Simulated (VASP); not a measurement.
# BN (P6_3mc) in VASP: further runs

BN is run at these levels: r2SCAN; tasks: relaxation of the atoms.

Everything below comes from runs of VASP 6.6.1. Logs are shortened: lines on timing, memory, paths and dates and some standing lists are left out, and cuts for length are marked.

### Step 1. The cell of the first run

It takes space group P6_3mc (No. 186, hexagonal). The conventional cell has a = 2.560 Å, b = 2.560 Å, c = 4.235 Å, α = 90.00°, β = 90.00°, γ = 120.00°. B (site symmetry 3m) has 4 N at 1.57 to 1.59 Å within 2.1 Å. Within 2.1 Å of N (site symmetry 3m) lie 4 B at 1.57 to 1.59 Å.

### Step 2. Relaxation of the atoms, r2SCAN

POSCAR

```
BN
1.0
    2.5602465200      0.0000000000      0.0000000000
   -1.2801232600      2.2172385300      0.0000000000
    0.0000000000      0.0000000000      4.2348548400
B N
2 2
Direct
    0.6666666700      0.3333333300      0.0001583200
    0.3333333300      0.6666666700      0.5001583200
    0.6666666700      0.3333333300      0.3748416800
    0.3333333300      0.6666666700      0.8748416800
```

INCAR.step1

```
SYSTEM = BN
PREC = Accurate
ENCUT = 520
ISMEAR = -1
SIGMA = 0.02
LREAL = .False.
LASPH = .True.
NELM = 60
GGA = PE
ALGO = Normal
EDIFF = 1E-4
LWAVE = .True.
LCHARG = .False.
```

INCAR.step2

```
SYSTEM = BN
PREC = Accurate
ENCUT = 520
EDIFF = 1E-7
ISMEAR = -1
SIGMA = 0.02
LREAL = .False.
LASPH = .True.
NELM = 60
ALGO = Normal
ISIF = 2
LWAVE = .False.
LCHARG = .False.
METAGGA = R2SCAN
LMIXTAU = .True.
IBRION = 2
NSW = 50
EDIFFG = -0.01
ISTART = 1
```

KPOINTS

```
Automatic mesh
0
Gamma
  12 12 8
  0 0 0
```

Potentials or basis: VASP PAW PBE potentials, release 64 (B, N).

On the command line:

```bash
$ cat potpaw_PBE.64/B/POTCAR potpaw_PBE.64/N/POTCAR > POTCAR
$ cp INCAR.step1 INCAR
$ mpirun -np 1 vasp_std > vasp.out
$ cp INCAR.step2 INCAR
$ mpirun -np 1 vasp_std > vasp.out
```

OUTCAR:

```text
SYSTEM = BN
   PREC = Accurate
   ENCUT = 520
   EDIFF = 1E-7
   ISMEAR = -1
   LREAL = .False.
   LASPH = .True.
   NELM = 60
   ISIF = 2
   METAGGA = R2SCAN
   IBRION = 2
   NSW = 50
   EDIFFG = -0.01
   ISTART = 1

 ion  position               nearest neighbor table
   1  0.667  0.333  0.000-   4 1.57   4 1.57   4 1.57   3 1.59
   2  0.333  0.667  0.500-   3 1.57   3 1.57   3 1.57   4 1.59
   3  0.667  0.333  0.375-   2 1.57   2 1.57   2 1.57   1 1.59
   4  0.333  0.667  0.875-   1 1.57   1 1.57   1 1.57   2 1.59

  LATTYP: Found a hexagonal cell.
 ALAT       =     2.5602465200
 C/A-ratio  =     1.6540808891

  Lattice vectors:

 A1 = (   2.5602465200,   0.0000000000,   0.0000000000)
 A2 = (  -1.2801232600,   2.2172385300,   0.0000000000)
 A3 = (   0.0000000000,   0.0000000000,   4.2348548400)

Analysis of symmetry for initial positions (statically):
=====================================================================
 Subroutine PRICEL returns:
 Original cell was already a primitive cell.

 Routine SETGRP: Setting up the symmetry group for a
 hexagonal supercell.

 Subroutine GETGRP returns: Found 12 space group operations
 (whereof  6 operations were pure point group operations)
 out of a pool of 24 trial point group operations.

The static configuration has the point symmetry C_3v.
 The point group associated with its full space group is C_6v.

Analysis of symmetry for dynamics (positions and initial velocities):
=====================================================================
 Subroutine PRICEL returns:
 Original cell was already a primitive cell.

 Routine SETGRP: Setting up the symmetry group for a
 hexagonal supercell.

 Subroutine GETGRP returns: Found 12 space group operations
 (whereof  6 operations were pure point group operations)
 out of a pool of 24 trial point group operations.

The dynamic configuration has the point symmetry C_3v.
 The point group associated with its full space group is C_6v.

 Subroutine INISYM returns: Found 12 space group operations
 (whereof  6 operations are pure point group operations),
 and found     1 'primitive' translations

----------------------------------------------------------------------------------------

                                     Primitive cell

  volume of cell :      24.0399

  direct lattice vectors                    reciprocal lattice vectors
     2.560246520  0.000000000  0.000000000     0.390587388  0.225505733  0.000000000
    -1.280123260  2.217238530  0.000000000     0.000000000  0.451011466  0.000000000
     0.000000000  0.000000000  4.234854840     0.000000000  0.000000000  0.236135603

  length of vectors
     2.560246520  2.560246523  4.234854840     0.451011467  0.451011466  0.236135603

  position of ions in fractional coordinates (direct lattice)
     0.666666670  0.333333330  0.000158320
     0.333333330  0.666666670  0.500158320
     0.666666670  0.333333330  0.374841680
     0.333333330  0.666666670  0.874841680

  ion indices of the primitive-cell ions
   primitive index   ion index
                 1           1
                 2           2
                 3           3
                 4           4

----------------------------------------------------------------------------------------

 KPOINTS: Automatic mesh

Automatic generation of k-mesh.
 Grid dimensions read from file:
 generate k-points for:   12   12    8

 Generating k-lattice:

  Cartesian coordinates                     Fractional coordinates (reciprocal lattice)
     0.032548949  0.018792144  0.000000000     0.083333333  0.000000000  0.000000000
     0.000000000  0.037584289  0.000000000     0.000000000  0.083333333  0.000000000
     0.000000000  0.000000000  0.029516950     0.000000000  0.000000000  0.125000000

  Length of vectors
     0.037584289  0.037584289  0.029516950

  Shift w.r.t. Gamma in fractional coordinates (k-lattice)
     0.000000000  0.000000000  0.000000000

 Subroutine IBZKPT returns following result:
 ===========================================

 Found     95 irreducible k-points:

 Following reciprocal coordinates:
            Coordinates               Weight
  0.000000  0.000000  0.000000      1.000000
  0.083333  0.000000  0.000000      6.000000
  0.166667  0.000000  0.000000      6.000000
  0.250000  0.000000  0.000000      6.000000
  0.333333  0.000000  0.000000      6.000000
  0.416667  0.000000  0.000000      6.000000
[... 16 lines left out ...]
  0.250000  0.000000  0.125000     12.000000
  0.333333  0.000000  0.125000     12.000000
 [... further k-points ...]
   k-points           NKPTS =     95   k-points in BZ     NKDIM =     95   number of bands    NBANDS=     12
   number of dos      NEDOS =    301   number of ions     NIONS =      4
   total plane-waves  NPLWV =  12800
   dimension x,y,z NGX =    20 NGY =   20 NGZ =   32
   dimension x,y,z NGXF=    40 NGYF=   40 NGZF=   64
   ions per type =               2   2
   NGX,Y,Z   is equivalent  to a cutoff of  12.99, 12.99, 12.56 a.u.
   NGXF,Y,Z  is equivalent  to a cutoff of  25.97, 25.97, 25.12 a.u.
 SYSTEM =  BN
   PREC   = accura    normal or accurate (medium, high low for compatibility)
   ISTART =      1    job   : 0-new  1-cont  2-samecut
   ICHARG =      0    charge: 1-file 2-atom 10-const
   ISPIN  =      1    spin polarized calculation?
   LNONCOLLINEAR =      F non collinear calculations
   LSORBIT =      F    spin-orbit coupling
   LASPH  =      T    aspherical Exc in radial PAW
   ENCUT  =  520.0 eV  38.22 Ry    6.18 a.u.   4.76  4.76  7.87*2*pi/ulx,y,z
   NELM   =     60;   NELMIN=  2; NELMDL=  0     # of ELM steps
   EDIFF  = 0.1E-06   stopping-criterion for ELM
   LREAL  =      F    real-space projection
   EDIFFG = -.1E-01   stopping-criterion for IOM
   NSW    =     50    number of steps for IOM
   IBRION =      2    ionic relax: 0-MD 1-quasi-New 2-CG
   NFREE  =      1    steps in history (QN), initial steepest desc. (CG)
   ISIF   =      2    stress and relaxation
   ISYM   =      2    0-nonsym 1-usesym 2-fastsym
   POTIM  = 0.5000    time-step for ionic-motion
   TEBEG  =    0.0;   TEEND  =   0.0 temperature during run
   PSTRESS=    0.0 pullay stress
   NELECT =      16.0000    total number of electrons
   NUPDOWN=      -1.0000    fix difference up-down
   EMIN   =  10.00;   EMAX   =-10.00  energy-range for DOS
   EFERMI =   0.00;   METHOD = LEGACY
   ISMEAR =    -1;   SIGMA  =   0.02  broadening in eV -4-tet -1-fermi 0-gaus
   EFERMI_NEDOS =   21; number of points for ismear=-14 and -15
   IALGO  =     38    algorithm
   IMIX   =      4    mixing-type and parameters
     AMIX     =   0.40;   BMIX     =  1.00
     AMIX_MAG =   1.60;   BMIX_MAG =  1.00
  volume/ion in A,a.u.               =       6.01        40.56
  Fermi-wavevector in a.u.,A,eV,Ry     =   1.429346  2.701072 27.797095  2.043029
  Thomas-Fermi vector in A             =   2.549309
   LORBIT       =      0    0 simple, 1 ext, 2 COOP (PROOUT), +10 PAW based schemes
   METAGGA = R2SCAN    functional components
   LHFCALC =     F    Hartree Fock is set to
   AEXX    =    0.0000 exact exchange contribution
   IVDW    =     0    specifies the selected vdW correction
   LEPSILON=     F    determine dielectric tensor
   LRPA    =     F    only Hartree local field effects (RPA)
 conjugate gradient relaxation of ions
 non-spin polarized calculation
  energy-cutoff  :      520.00
  volume of cell :       24.04
 maximum number of plane-waves:       660
 NGX is ok and might be reduce to    20
   NGX =  9   NGY =  9   NGZ = 15

 number of electron      16.0000000 magnetization

 Free energy of the ion-electron system (eV)
  ---------------------------------------------------
  ext. energy  EPLUGINS =         0.00000000
  ---------------------------------------------------
  free energy    TOTEN  =       -38.25991749 eV

  energy without entropy =      -38.25991749  energy(sigma->0) =      -38.25991749

 E-fermi :   7.6056     XC(G=0): -13.5441

 val. band max:        7.1862666076   @ k =   0.0000   0.0000   0.0000
 cond. band min:      12.9358017924   @ k =   0.3333   0.3333   0.0000
 fundamental gap:      5.7495351848
 Fermi energy:         7.6055836147

 k-point     1 :       0.0000    0.0000    0.0000
  band No.  band energies     occupation
      1     -14.0789      2.00000
      2      -9.9297      2.00000
      3      -3.9566      2.00000
      4       5.0197      2.00000
      5       5.0197      2.00000
      6       6.9279      2.00000
      7       7.1863      2.00000
      8       7.1863      2.00000
      9      16.1834      0.00000
     10      16.1834      0.00000
     11      16.3757      0.00000
     12      17.1618      0.00000

 k-point     2 :       0.0833    0.0000    0.0000
  band No.  band energies     occupation
      1     -13.9246      2.00000
      2      -9.8124      2.00000
      3      -3.8031      2.00000
      4       4.3028      2.00000
      5       4.7317      2.00000
      6       6.5856      2.00000
      7       6.7784      2.00000
      8       7.0260      2.00000
      9      15.9133      0.00000
     10      16.4949      0.00000
     11      16.6416      0.00000
     12      17.6909      0.00000

 k-point     3 :       0.1667    0.0000    0.0000
  band No.  band energies     occupation
      1     -13.4670      2.00000
      2      -9.4774      2.00000
      3      -3.3488      2.00000
      4       2.5857      2.00000
      5       4.0547      2.00000
      6       5.1106      2.00000
      7       6.3218      2.00000
      8       6.5867      2.00000
      9      15.4777      0.00000
     10      17.0277      0.00000
     11      17.2356      0.00000
     12      18.6486      0.00000
[... 286 lines left out ...]
 k-point    23 :       0.2500    0.0000    0.1250
  band No.  band energies     occupation
      1     -12.6353      2.00000
      2      -9.2546      2.00000
      3      -2.2500      2.00000
      4       0.6906      2.00000
      5       3.0113      2.00000
      6       3.3749      2.00000
      7       5.4856      2.00000
      8       5.8800      2.00000
      9      14.9509      0.00000
     10      16.9759      0.00000
     11      18.1697      0.00000
     12      18.7319      0.00000

 k-point    24 :       0.3333    0.0000    0.1250
  band No.  band energies     occupation
      1     -11.6638      2.00000
      2      -8.7186      2.00000
      3      -1.8352      2.00000
      4      -0.6643      2.00000
      5       1.1745      2.00000
      6       2.7365      2.00000
      7       4.6282      2.00000
      8       5.3534      2.00000
      9      14.6215      0.00000
     10      16.2846      0.00000
     11      18.6082      0.00000
     12      18.9695      0.00000

 [... further k-points ...]
[... 5 lines left out ...]
  --------------------------------------------------------------------------------------
  -------------------------------------------------------------------------------------
  Total       -0.9259194     -0.9259194     -0.9438471      0.0000000      0.0000000      0.0000000
  in kB      -61.7093569    -61.7093571    -62.9041770      0.0000000      0.0000000      0.0000000
  external PRESSURE =     -62.1076303 kB  Pullay stress =       0.0000000 kB

 VOLUME and BASIS-vectors are now :
 -----------------------------------------------------------------------------
  energy-cutoff  :      520.00
  volume of cell :       24.04
      direct lattice vectors                 reciprocal lattice vectors
     2.560246520  0.000000000  0.000000000     0.390587388  0.225505733  0.000000000
    -1.280123260  2.217238530  0.000000000     0.000000000  0.451011466  0.000000000
     0.000000000  0.000000000  4.234854840     0.000000000  0.000000000  0.236135603

 POSITION                                       TOTAL-FORCE (eV/Angst)
 -----------------------------------------------------------------------------------
      1.28012      0.73908      0.00067         0.000000      0.000000     -0.003610
     -0.00000      1.47816      2.11810        -0.000000     -0.000000     -0.003610
      1.28012      0.73908      1.58740        -0.000000      0.000000      0.003610
     -0.00000      1.47816      3.70483         0.000000     -0.000000      0.003610
 -----------------------------------------------------------------------------------
    total drift:                                0.000001     -0.000000     -0.002232

  FREE ENERGIE OF THE ION-ELECTRON SYSTEM (eV)
  ---------------------------------------------------
  free  energy   TOTEN  =       -38.2599174940 eV

  energy  without entropy=      -38.2599174940  energy(sigma->0) =      -38.25991749

 reached required accuracy - stopping structural energy minimisation
```

Run time: 60 s. Hardware: 1 thread of Intel Xeon Platinum 8488C (Sapphire Rapids), shared host; peak memory 0.15 GiB.

Results:

* Free energy: -38.2599 eV
* Pressure after relaxing: -6.2 GPa
* Largest force after relaxing: 0.004 eV/Å
* Band gap on the k mesh: 5.75 eV, indirect (least direct gap 8.89 eV)

Forces in eV/Å, atoms in the order of the input:
```
B    0.000  0.000 -0.004
B    0.000  0.000 -0.004
N    0.000  0.000  0.004
N    0.000  0.000  0.004
```

Final structure:
```cif
data_structure
_symmetry_space_group_name_H-M 'P 1'
_symmetry_Int_Tables_number 1
_cell_length_a 2.5602
_cell_length_b 2.5602
_cell_length_c 4.2349
_cell_angle_alpha 90.000
_cell_angle_beta 90.000
_cell_angle_gamma 120.000
_cell_volume 24.04
loop_
_atom_site_label
_atom_site_type_symbol
_atom_site_fract_x
_atom_site_fract_y
_atom_site_fract_z
_atom_site_occupancy
B1 B 0.66667 0.33333 0.00016 1
B2 B 0.33333 0.66667 0.50016 1
N1 N 0.66667 0.33333 0.37484 1
N2 N 0.33333 0.66667 0.87484 1
```

Levels at points of the mesh, in eV from the valence-band top:
| k point | band 5 | band 6 | band 7 | band 8 | band 9 | band 10 | band 11 | band 12 |
| --- | --- | --- | --- | --- | --- | --- | --- | --- |
| (0.00, 0.00, 0.00) | -2.17 | -0.26 | 0.00 | 0.00 | 9.00 | 9.00 | 9.19 | 9.98 |
| (0.50, 0.00, 0.00) | -7.09 | -5.09 | -4.43 | -2.16 | 7.22 | 8.54 | 11.28 | 12.03 |
| (0.00, 0.00, 0.50) | -1.20 | -1.20 | -1.20 | -1.20 | 10.06 | 10.06 | 10.58 | 10.58 |
| (0.50, 0.00, 0.50) | -3.85 | -3.85 | -3.66 | -3.66 | 7.12 | 7.12 | 10.58 | 10.58 |

Caveat: the relaxation stopped at its first step, so nothing moved; the PAW data sets were made with another functional, which shifts forces and pressure a little.

### Step 3. Relaxation of the atoms, r2SCAN

This run uses another cell than the first one, of 6.13 Å³/atom, 1.020 times its volume.

POSCAR

```
BN
1.0
    2.5768719700      0.0000000000      0.0000000000
   -1.2884359800      2.2316365800      0.0000000000
    0.0000000000      0.0000000000      4.2623546700
B N
2 2
Direct
    0.6666666700      0.3333333300      0.0001583200
    0.3333333300      0.6666666700      0.5001583200
    0.6666666700      0.3333333300      0.3748416800
    0.3333333300      0.6666666700      0.8748416800
```

INCAR.step1

```
PREC = Accurate ; ENCUT = 520
ISMEAR = -1 ; SIGMA = 0.02
LREAL = F ; LASPH = T
NELM = 80 ; GGA = PE
ALGO = Normal ; EDIFF = 1E-4
LWAVE = T ; LCHARG = F
```

INCAR.step2

```
PREC = Accurate ; ENCUT = 520
EDIFF = 1E-6 ; ISMEAR = -1
SIGMA = 0.02 ; LREAL = F
LASPH = T ; NELM = 80
ALGO = Normal ; ISIF = 2
LWAVE = F ; LCHARG = F
METAGGA = R2SCAN ; LMIXTAU = T
IBRION = 2 ; NSW = 50
EDIFFG = -0.01 ; ISTART = 1
```

KPOINTS

```
regular mesh
0
Gamma
  12 12 8
```

Potentials or basis: VASP PAW PBE potentials, release 64 (B, N).

On the command line:

```bash
$ cat potpaw_PBE.64/B/POTCAR potpaw_PBE.64/N/POTCAR > POTCAR
$ cp INCAR.step1 INCAR
$ mpirun -np 1 vasp_std > vasp.out
$ cp INCAR.step2 INCAR
$ mpirun -np 1 vasp_std > vasp.out
```

Wall time 1.8 min (1 thread of Intel Xeon Platinum 8488C (Sapphire Rapids), shared host); peak memory 0.15 GiB.

The run converged. Its results:

| Item | Value |
| --- | --- |
| Free energy | -38.2325 eV |
| Energy gained by relaxing | 0.0 meV/atom |
| Ionic steps | 3 |
| Pressure after relaxing | -13.1 GPa |
| Band gap on the k mesh | 5.79 eV, indirect (least direct gap 8.79 eV) |

Stress tensor (GPa, compression positive):
```
-13.06   0.00   0.00
  0.00 -13.06   0.00
  0.00   0.00 -13.21
```

Final structure:
```cif
data_structure
_symmetry_space_group_name_H-M 'P 1'
_symmetry_Int_Tables_number 1
_cell_length_a 2.5769
_cell_length_b 2.5769
_cell_length_c 4.2624
_cell_angle_alpha 90.000
_cell_angle_beta 90.000
_cell_angle_gamma 120.000
_cell_volume 24.51
loop_
_atom_site_label
_atom_site_type_symbol
_atom_site_fract_x
_atom_site_fract_y
_atom_site_fract_z
_atom_site_occupancy
B1 B 0.66667 0.33333 0.00006 1
B2 B 0.33333 0.66667 0.50006 1
N1 N 0.66667 0.33333 0.37494 1
N2 N 0.33333 0.66667 0.87494 1
```

Levels at points of the mesh, in eV from the valence-band top:
```csv
k point,band 5,band 6,band 7,band 8,band 9,band 10,band 11,band 12
"(0.00, 0.00, 0.00)",-2.12,-0.24,0.00,0.00,8.92,8.92,9.06,9.73
"(0.50, 0.00, 0.00)",-6.97,-4.99,-4.33,-2.12,7.15,8.48,11.19,11.82
"(0.00, 0.00, 0.50)",-1.17,-1.17,-1.17,-1.17,9.87,9.87,10.48,10.48
"(0.50, 0.00, 0.50)",-3.77,-3.77,-3.58,-3.58,7.05,7.05,10.45,10.45
```

Caveat: the PAW data sets were made with another functional, which shifts forces and pressure a little. r2SCAN opens gaps a little over a GGA but as a rule still falls short of measured ones.

### Step 4. Relaxation of the atoms, r2SCAN

This run uses another cell than the first one, of 6.25 Å³/atom, 1.039 times its volume.

POSCAR

```
BN
1.0
    2.5932856100      0.0000000000      0.0000000000
   -1.2966428000      2.2458512100      0.0000000000
    0.0000000000      0.0000000000      4.2895041600
B N
2 2
Direct
    0.6666666700      0.3333333300      0.0001583200
    0.3333333300      0.6666666700      0.5001583200
    0.6666666700      0.3333333300      0.3748416800
    0.3333333300      0.6666666700      0.8748416800
```

INCAR.step1

```
SYSTEM = BN
ALGO = Normal ; EDIFF = 1E-4
ENCUT = 520 ; GGA = PE
ISMEAR = -1 ; LASPH = .TRUE.
LCHARG = .FALSE. ; LREAL = .FALSE.
LWAVE = .TRUE. ; NELM = 100
PREC = Accurate ; SIGMA = 0.02
```

INCAR.step2

```
SYSTEM = BN
ALGO = Normal ; EDIFF = 1E-7
EDIFFG = -0.01 ; ENCUT = 520
IBRION = 2 ; ISIF = 2
ISMEAR = -1 ; ISTART = 1
LASPH = .TRUE. ; LCHARG = .FALSE.
LMIXTAU = .TRUE. ; LREAL = .FALSE.
LWAVE = .FALSE. ; METAGGA = R2SCAN
NELM = 100 ; NSW = 50
PREC = Accurate ; SIGMA = 0.02
```

KPOINTS

```
k-points
0
G
  12 12 8
  0 0 0
```

On the command line:

```bash
$ cat potpaw_PBE.64/B/POTCAR potpaw_PBE.64/N/POTCAR > POTCAR
$ cp INCAR.step1 INCAR
$ mpirun -np 1 vasp_std > vasp.out
$ cp INCAR.step2 INCAR
$ mpirun -np 1 vasp_std > vasp.out
```

It took 5.8 min on 1 thread of Intel Xeon 8259CL, shared host; peak memory 0.15 GiB.

The run converged. Its results:

* Free energy: -38.1857 eV
* Energy gained by relaxing: 0.0 meV/atom
* Ionic steps: 3
* Pressure after relaxing: -19.4 GPa
* Band gap on the k mesh: 5.82 eV, indirect (least direct gap 8.69 eV)

Stress tensor (GPa, compression positive):
```
-19.36   0.00   0.00
  0.00 -19.36   0.00
  0.00   0.00 -19.50
```

Final structure:
```yaml
crystal:
  lattice:
    - [2.59329, 0.00000, 0.00000]
    - [-1.29664, 2.24585, 0.00000]
    - [0.00000, 0.00000, 4.28950]
  atoms:
    - { symbol: B, position: [0.66667, 0.33333, 0.99997] }
    - { symbol: B, position: [0.33333, 0.66667, 0.49997] }
    - { symbol: N, position: [0.66667, 0.33333, 0.37503] }
    - { symbol: N, position: [0.33333, 0.66667, 0.87503] }
```

Levels at points of the mesh, in eV from the valence-band top:
| k point | band 4 | band 5 | band 6 | band 7 | band 8 | band 9 | band 10 | band 11 | band 12 |
| --- | --- | --- | --- | --- | --- | --- | --- | --- | --- |
| (0.00, 0.00, 0.00) | -2.08 | -2.08 | -0.22 | 0.00 | 0.00 | 8.84 | 8.84 | 8.93 | 9.50 |
| (0.50, 0.00, 0.00) | -7.82 | -6.85 | -4.90 | -4.23 | -2.08 | 7.08 | 8.42 | 11.10 | 11.60 |
| (0.00, 0.00, 0.50) | -5.70 | -1.15 | -1.15 | -1.15 | -1.15 | 9.68 | 9.68 | 10.38 | 10.38 |
| (0.50, 0.00, 0.50) | -9.94 | -3.70 | -3.70 | -3.51 | -3.51 | 6.97 | 6.97 | 10.31 | 10.31 |

Caveat: the PAW data sets were made with another functional, which shifts forces and pressure a little. A k mesh can miss the band edges.

(Continued in part 2 of 2.)
